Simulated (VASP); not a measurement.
# Ge (Fd-3m) in VASP: a series of runs

The runs below take Ge through single point, with r2SCAN.

All numbers are computed with VASP 6.6.1; they aren't measurements. Logs are shortened: lines on timing, memory, paths and dates and some standing lists are left out, and cuts for length are marked.

### Step 1. The cell of the first run

The structure is cubic, space group Fd-3m (No. 227). The conventional cell has a = 5.819 Å, b = 5.819 Å, c = 5.819 Å, α = 90.00°, β = 90.00°, γ = 90.00°. Ge (site symmetry -43m) has 4 Ge at 2.52 Å within 3.3 Å.

### Step 2. Single point, r2SCAN (volume scaled by 1.08)

Input file POSCAR:

```
Ge
1.0
    0.0000000000      2.9097104296      2.9097104296
    2.9097104296      0.0000000000      2.9097104296
    2.9097104296      2.9097104296      0.0000000000
Ge
2
Direct
    0.5000000000      0.5000000000      0.5000000000
    0.7500000000      0.7500000000      0.7500000000
```

Input file INCAR.step1:

```
PREC     = Accurate       # precision mode
ENCUT    = 520            # plane-wave cutoff, eV
ISMEAR   = -1             # smearing method
SIGMA    = 0.05           # smearing width, eV
LREAL    = False          # projectors in reciprocal space
LASPH    = True           # aspherical terms in the spheres
NELM     = 80             # most SCF steps
NBANDS   = 21             # bands
GGA      = PE             # functional
ALGO     = Normal         # electronic algorithm
EDIFF    = 1E-4           # SCF threshold, eV
LWAVE    = True           # write WAVECAR
LCHARG   = False          # write CHGCAR
```

Input file INCAR.step2:

```
PREC     = Accurate       # precision mode
ENCUT    = 520            # plane-wave cutoff, eV
EDIFF    = 1E-6           # SCF threshold, eV
ISMEAR   = -1             # smearing method
SIGMA    = 0.05           # smearing width, eV
LREAL    = False          # projectors in reciprocal space
LASPH    = True           # aspherical terms in the spheres
NELM     = 80             # most SCF steps
ALGO     = Normal         # electronic algorithm
ISIF     = 2              # what is computed and relaxed
LWAVE    = False          # write WAVECAR
LCHARG   = False          # write CHGCAR
METAGGA  = R2SCAN         # meta-GGA
LMIXTAU  = True         
NBANDS   = 21             # bands
ISTART   = 1
```

Input file KPOINTS:

```
Automatic mesh
0
Gamma
  9 9 9
```

Potentials or basis: VASP PAW PBE potentials, release 64 (Ge_d).

On the command line:

```bash
$ cat potpaw_PBE.64/Ge_d/POTCAR > POTCAR
$ cp INCAR.step1 INCAR
$ mpirun -np 1 vasp_std > vasp.out
$ cp INCAR.step2 INCAR
$ mpirun -np 1 vasp_std > vasp.out
```

OUTCAR:

```text
PREC = Accurate
   ENCUT = 520
   EDIFF = 1E-6
   ISMEAR = -1
   LREAL = False
   LASPH = True
   NELM = 80
   ISIF = 2
   METAGGA = R2SCAN
   ISTART = 1

 ion  position               nearest neighbor table
   1  0.500  0.500  0.500-   2 2.52   2 2.52   2 2.52   2 2.52
   2  0.750  0.750  0.750-   1 2.52   1 2.52   1 2.52   1 2.52

  LATTYP: Found a face centered cubic cell.
 ALAT       =     5.8194208592

  Lattice vectors:

 A1 = (   0.0000000000,   2.9097104296,   2.9097104296)
 A2 = (   2.9097104296,   0.0000000000,   2.9097104296)
 A3 = (   2.9097104296,   2.9097104296,   0.0000000000)

Analysis of symmetry for initial positions (statically):
=====================================================================
 Subroutine PRICEL returns:
 Original cell was already a primitive cell.

 Routine SETGRP: Setting up the symmetry group for a
 face centered cubic supercell.

 Subroutine GETGRP returns: Found 48 space group operations
 (whereof 24 operations were pure point group operations)
 out of a pool of 48 trial point group operations.

The static configuration has the point symmetry T_d .
 The point group associated with its full space group is O_h .

Analysis of symmetry for dynamics (positions and initial velocities):
=====================================================================
 Subroutine PRICEL returns:
 Original cell was already a primitive cell.

 Routine SETGRP: Setting up the symmetry group for a
 face centered cubic supercell.

 Subroutine GETGRP returns: Found 48 space group operations
 (whereof 24 operations were pure point group operations)
 out of a pool of 48 trial point group operations.

The dynamic configuration has the point symmetry T_d .
 The point group associated with its full space group is O_h .

 Subroutine INISYM returns: Found 48 space group operations
 (whereof 24 operations are pure point group operations),
 and found     1 'primitive' translations

----------------------------------------------------------------------------------------

                                     Primitive cell

  volume of cell :      49.2696

  direct lattice vectors                    reciprocal lattice vectors
     0.000000000  2.909710430  2.909710430    -0.171838405  0.171838405  0.171838405
     2.909710430  0.000000000  2.909710430     0.171838405 -0.171838405  0.171838405
     2.909710430  2.909710430  0.000000000     0.171838405  0.171838405 -0.171838405

  length of vectors
     4.114951952  4.114951952  4.114951952     0.297632849  0.297632849  0.297632849

  position of ions in fractional coordinates (direct lattice)
     0.500000000  0.500000000  0.500000000
     0.750000000  0.750000000  0.750000000

  ion indices of the primitive-cell ions
   primitive index   ion index
                 1           1
                 2           2

----------------------------------------------------------------------------------------

 KPOINTS: Automatic mesh

Automatic generation of k-mesh.
 Grid dimensions read from file:
 generate k-points for:    9    9    9

 Generating k-lattice:

  Cartesian coordinates                     Fractional coordinates (reciprocal lattice)
    -0.019093156  0.019093156  0.019093156     0.111111111  0.000000000  0.000000000
     0.019093156 -0.019093156  0.019093156     0.000000000  0.111111111  0.000000000
     0.019093156  0.019093156 -0.019093156     0.000000000  0.000000000  0.111111111

  Length of vectors
     0.033070317  0.033070317  0.033070317

  Shift w.r.t. Gamma in fractional coordinates (k-lattice)
     0.000000000  0.000000000  0.000000000

 Subroutine IBZKPT returns following result:
 ===========================================

 Found     35 irreducible k-points:

 Following reciprocal coordinates:
            Coordinates               Weight
  0.000000  0.000000  0.000000      1.000000
  0.111111  0.000000  0.000000      8.000000
  0.222222  0.000000  0.000000      8.000000
  0.333333  0.000000  0.000000      8.000000
  0.444444  0.000000  0.000000      8.000000
  0.111111  0.111111  0.000000      6.000000
[... 16 lines left out ...]
 -0.333333  0.333333  0.000000     12.000000
  0.444444  0.444444  0.000000      6.000000
 [... further k-points ...]
   k-points           NKPTS =     35   k-points in BZ     NKDIM =     35   number of bands    NBANDS=     21
   number of dos      NEDOS =    301   number of ions     NIONS =      2
   total plane-waves  NPLWV =  32768
   dimension x,y,z NGX =    32 NGY =   32 NGZ =   32
   dimension x,y,z NGXF=    64 NGYF=   64 NGZF=   64
   ions per type =               2
   NGX,Y,Z   is equivalent  to a cutoff of  12.93, 12.93, 12.93 a.u.
   NGXF,Y,Z  is equivalent  to a cutoff of  25.86, 25.86, 25.86 a.u.
 SYSTEM =  unknown system
   PREC   = accura    normal or accurate (medium, high low for compatibility)
   ISTART =      1    job   : 0-new  1-cont  2-samecut
   ICHARG =      0    charge: 1-file 2-atom 10-const
   ISPIN  =      1    spin polarized calculation?
   LNONCOLLINEAR =      F non collinear calculations
   LSORBIT =      F    spin-orbit coupling
   LASPH  =      T    aspherical Exc in radial PAW
   ENCUT  =  520.0 eV  38.22 Ry    6.18 a.u.   7.65  7.65  7.65*2*pi/ulx,y,z
   NELM   =     80;   NELMIN=  2; NELMDL=  0     # of ELM steps
   EDIFF  = 0.1E-05   stopping-criterion for ELM
   LREAL  =      F    real-space projection
   EDIFFG = 0.1E-04   stopping-criterion for IOM
   NSW    =      0    number of steps for IOM
   IBRION =     -1    ionic relax: 0-MD 1-quasi-New 2-CG
   NFREE  =      0    steps in history (QN), initial steepest desc. (CG)
   ISIF   =      2    stress and relaxation
   ISYM   =      2    0-nonsym 1-usesym 2-fastsym
   POTIM  = 0.5000    time-step for ionic-motion
   TEBEG  =    0.0;   TEEND  =   0.0 temperature during run
   PSTRESS=    0.0 pullay stress
   NELECT =      28.0000    total number of electrons
   NUPDOWN=      -1.0000    fix difference up-down
   EMIN   =  10.00;   EMAX   =-10.00  energy-range for DOS
   EFERMI =   0.00;   METHOD = LEGACY
   ISMEAR =    -1;   SIGMA  =   0.05  broadening in eV -4-tet -1-fermi 0-gaus
   EFERMI_NEDOS =   21; number of points for ismear=-14 and -15
   IALGO  =     38    algorithm
   IMIX   =      4    mixing-type and parameters
     AMIX     =   0.40;   BMIX     =  1.00
     AMIX_MAG =   1.60;   BMIX_MAG =  1.00
  volume/ion in A,a.u.               =      24.63       166.24
  Fermi-wavevector in a.u.,A,eV,Ry     =   1.356025  2.562516 25.018449  1.838804
  Thomas-Fermi vector in A             =   2.483063
   LORBIT       =      0    0 simple, 1 ext, 2 COOP (PROOUT), +10 PAW based schemes
   METAGGA = R2SCAN    functional components
   LHFCALC =     F    Hartree Fock is set to
   AEXX    =    0.0000 exact exchange contribution
   IVDW    =     0    specifies the selected vdW correction
   LEPSILON=     F    determine dielectric tensor
   LRPA    =     F    only Hartree local field effects (RPA)
 non-spin polarized calculation
  energy-cutoff  :      520.00
  volume of cell :       49.27
 maximum number of plane-waves:      1363
   NGX = 15   NGY = 15   NGZ = 15

 number of electron      27.9999975 magnetization

 Free energy of the ion-electron system (eV)
  ---------------------------------------------------
  ext. energy  EPLUGINS =         0.00000000
  ---------------------------------------------------
  free energy    TOTEN  =       -27.68922142 eV

  energy without entropy =      -27.68872587  energy(sigma->0) =      -27.68897365

 E-fermi :   4.0308     XC(G=0): -10.3846

 val. band max:        4.0072848640   @ k =   0.0000   0.0000   0.0000
 cond. band min:       4.2073762670   @ k =   0.4444   0.0000   0.0000
 fundamental gap:      0.2000914030
 Fermi energy:         4.0307747532

 k-point     1 :       0.0000    0.0000    0.0000
  band No.  band energies     occupation
      1     -21.3838      2.00000
      2     -21.3838      2.00000
      3     -21.3838      2.00000
      4     -21.3508      2.00000
      5     -21.3508      2.00000
      6     -21.1758      2.00000
[... 13 lines left out ...]
     20      13.7295      0.00000
     21      13.7295      0.00000

 k-point     2 :       0.1111    0.0000    0.0000
  band No.  band energies     occupation
      1     -21.3893      2.00000
      2     -21.3892      2.00000
      3     -21.3821      2.00000
      4     -21.3431      2.00000
      5     -21.3431      2.00000
      6     -21.1837      2.00000
[... 13 lines left out ...]
     20      13.0252      0.00000
     21      13.0252      0.00000

 k-point     3 :       0.2222    0.0000    0.0000
  band No.  band energies     occupation
      1     -21.3973      2.00000
      2     -21.3973      2.00000
      3     -21.3777      2.00000
      4     -21.3300      2.00000
      5     -21.3300      2.00000
      6     -21.1942      2.00000
[... 13 lines left out ...]
     20      12.6249      0.00000
     21      12.6249      0.00000

 k-point     4 :       0.3333    0.0000    0.0000
  band No.  band energies     occupation
      1     -21.4023      2.00000
      2     -21.4023      2.00000
      3     -21.3725      2.00000
      4     -21.3202      2.00000
      5     -21.3202      2.00000
      6     -21.2008      2.00000
[... 13 lines left out ...]
     20      13.2796      0.00000
     21      13.2796      0.00000

 k-point     5 :       0.4444    0.0000    0.0000
  band No.  band energies     occupation
      1     -21.4043      2.00000
      2     -21.4043      2.00000
      3     -21.3691      2.00000
      4     -21.3159      2.00000
      5     -21.3159      2.00000
      6     -21.2032      2.00000
[... 13 lines left out ...]
     20      14.8252      0.00000
     21      14.8252      0.00000

 k-point     6 :       0.1111    0.1111    0.0000
  band No.  band energies     occupation
      1     -21.3886      2.00000
      2     -21.3877      2.00000
      3     -21.3877      2.00000
      4     -21.3448      2.00000
      5     -21.3350      2.00000
      6     -21.1996      2.00000
[... 13 lines left out ...]
     20      12.0137      0.00000
     21      13.9405      0.00000

 k-point     7 :       0.2222    0.1111    0.0000
  band No.  band energies     occupation
      1     -21.3987      2.00000
      2     -21.3938      2.00000
      3     -21.3820      2.00000
      4     -21.3349      2.00000
      5     -21.3204      2.00000
      6     -21.2147      2.00000
[... 13 lines left out ...]
     20      12.8881      0.00000
     21      13.7110      0.00000
[... 291 lines left out ...]
      1     -21.4063      2.00000
      2     -21.4063      2.00000
      3     -21.3779      2.00000
      4     -21.3022      2.00000
      5     -21.2794      2.00000
      6     -21.2647      2.00000
[... 13 lines left out ...]
     20      15.6323      0.00000
     21      15.9375      0.00000

 k-point    21 :       0.4444    0.3333    0.0000
  band No.  band energies     occupation
      1     -21.4151      2.00000
      2     -21.4099      2.00000
      3     -21.3604      2.00000
      4     -21.2942      2.00000
      5     -21.2875      2.00000
      6     -21.2498      2.00000
[... 13 lines left out ...]
     20      15.7134      0.00000
     21      16.4810      0.00000

 k-point    22 :      -0.4444    0.3333    0.0000
  band No.  band energies     occupation
      1     -21.4245      2.00000
      2     -21.4125      2.00000
      3     -21.3414      2.00000
      4     -21.2900      2.00000
      5     -21.2738      2.00000
      6     -21.2520      2.00000
[... 13 lines left out ...]
     20      14.8371      0.00000
     21      16.8341      0.00000

 k-point    23 :      -0.3333    0.3333    0.0000
  band No.  band energies     occupation
      1     -21.4272      2.00000
      2     -21.4134      2.00000
      3     -21.3368      2.00000
      4     -21.2775      2.00000
      5     -21.2719      2.00000
      6     -21.2616      2.00000
[... 13 lines left out ...]
     20      13.2641      0.00000
     21      17.5610      0.00000

 k-point    24 :       0.4444    0.4444    0.0000
  band No.  band energies     occupation
      1     -21.4120      2.00000
      2     -21.4119      2.00000
      3     -21.3541      2.00000
      4     -21.3200      2.00000
      5     -21.2712      2.00000
      6     -21.2386      2.00000
[... 13 lines left out ...]
     20      16.2544      0.00000
     21      17.1181      0.00000

 [... further k-points ...]
[... 5 lines left out ...]
  --------------------------------------------------------------------------------------
  -------------------------------------------------------------------------------------
  Total       -1.3592164     -1.3592164     -1.3592164      0.0000000      0.0000000      0.0000000
  in kB      -44.1997583    -44.1997583    -44.1997583      0.0000000      0.0000000      0.0000000
  external PRESSURE =     -44.1997583 kB  Pullay stress =       0.0000000 kB

 VOLUME and BASIS-vectors are now :
 -----------------------------------------------------------------------------
  energy-cutoff  :      520.00
  volume of cell :       49.27
      direct lattice vectors                 reciprocal lattice vectors
     0.000000000  2.909710430  2.909710430    -0.171838405  0.171838405  0.171838405
     2.909710430  0.000000000  2.909710430     0.171838405 -0.171838405  0.171838405
     2.909710430  2.909710430  0.000000000     0.171838405  0.171838405 -0.171838405

 POSITION                                       TOTAL-FORCE (eV/Angst)
 -----------------------------------------------------------------------------------
      2.90971      2.90971      2.90971         0.000000      0.000000     -0.000000
      4.36457      4.36457      4.36457        -0.000000     -0.000000      0.000000
 -----------------------------------------------------------------------------------
    total drift:                               -0.000000     -0.000000      0.000000

  FREE ENERGIE OF THE ION-ELECTRON SYSTEM (eV)
  ---------------------------------------------------
  free  energy   TOTEN  =       -27.6892214243 eV

  energy  without entropy=      -27.6887258710  energy(sigma->0) =      -27.68897365
```

It took 2.1 min on 1 thread of AMD EPYC 7R43 (Zen 3), shared host; peak memory 0.15 GiB.

Results:

- Free energy: -27.6892 eV
- Pressure: -4.4 GPa
- Band gap on the k mesh: zero (filled and empty bands touch)

Levels at points of the mesh, in eV from the Fermi level:
| k point | band 12 | band 13 | band 14 | band 15 | band 16 | band 17 |
| --- | --- | --- | --- | --- | --- | --- |
| (0.00, 0.00, 0.00) | -0.41 | -0.02 | -0.02 | -0.02 | 2.65 | 2.65 |

Caveat: the PAW data sets were made with another functional, which shifts forces and pressure a little.

### Step 3. Single point, r2SCAN (volume scaled by 1.12)

Input file POSCAR:

```
Ge
1.0
    0.0000000000      2.9451982006      2.9451982006
    2.9451982006      0.0000000000      2.9451982006
    2.9451982006      2.9451982006      0.0000000000
Ge
2
Direct
    0.5000000000      0.5000000000      0.5000000000
    0.7500000000      0.7500000000      0.7500000000
```

Input file INCAR.step1:

```
SYSTEM = Ge
  ALGO = Normal
  EDIFF = 1E-4
  ENCUT = 520
  GGA = PE
  ISMEAR = -1
  LASPH = .TRUE.
  LCHARG = .FALSE.
  LREAL = .FALSE.
  LWAVE = .TRUE.
  NBANDS = 21
  NELM = 60
  PREC = Accurate
  SIGMA = 0.05
```

Input file INCAR.step2:

```
SYSTEM = Ge
  ALGO = Normal
  EDIFF = 1E-6
  ENCUT = 520
  ISIF = 2
  ISMEAR = -1
  ISTART = 1
  LASPH = .TRUE.
  LCHARG = .TRUE.
  LELF = .TRUE.
  LMIXTAU = .TRUE.
  LREAL = .FALSE.
  LVHAR = .TRUE.
  LWAVE = .FALSE.
  METAGGA = R2SCAN
  NBANDS = 21
  NELM = 60
  PREC = Accurate
  SIGMA = 0.05
```

Input file KPOINTS:

```
k-points
0
G
  9 9 9
  0 0 0
```

Potentials or basis: VASP PAW PBE potentials, release 64 (Ge_d).

On the command line:

```bash
$ cat potpaw_PBE.64/Ge_d/POTCAR > POTCAR
$ cp INCAR.step1 INCAR
$ mpirun -np 1 vasp_std > vasp.out
$ cp INCAR.step2 INCAR
$ mpirun -np 1 vasp_std > vasp.out
```

Run time: 2.5 min. Hardware: 1 thread of AMD EPYC 7R43 (Zen 3), shared host; peak memory 0.16 GiB.

The run converged. Its results:

- Free energy: -27.6299 eV
- Pressure: -6.0 GPa
- Band gap on the k mesh: zero (filled and empty bands touch)

Levels at points of the mesh, in eV from the Fermi level:
```tsv
k point	band 12	band 13	band 14	band 15	band 16	band 17
(0.00, 0.00, 0.00)	-0.70	0.01	0.01	0.01	2.67	2.67
```

Caveat: the PAW data sets were made with another functional, which shifts forces and pressure a little.
